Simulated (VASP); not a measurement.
Here is a VASP 6.6.1 calculation.

File INCAR:

```
ALGO = Fast ; EDIFF = 1E-7
EDIFFG = -0.01 ; ENCUT = 600
GGA = PE ; IBRION = 2
ISIF = 4 ; ISMEAR = 0
LASPH = T ; LCHARG = F
LREAL = F ; LWAVE = F
NELM = 60 ; NSW = 50
PREC = Accurate ; SIGMA = 0.1
```

Contents of KPOINTS:

```
k-points
0
Gamma
  18 18 18
```

File POSCAR:

```
Ca
1.0
   -2.3161973170      2.3161973170      2.1568187248
    2.3161973170     -2.3161973170      2.1568187248
    2.3161973170      2.3161973170     -2.1568187248
Ca
1
Direct
    0.0000000000      0.0000000000      0.0000000000
```

Potentials or basis: VASP PAW PBE potentials, release 64 (Ca_sv).

Command:

```bash
$ cat potpaw_PBE.64/Ca_sv/POTCAR > POTCAR
$ mpirun -np 1 vasp_std > vasp.out
```

(1) Predict the band gap on the k mesh.

Answers

(1) zero (bands 5 and 6 overlap by 0.48 eV).
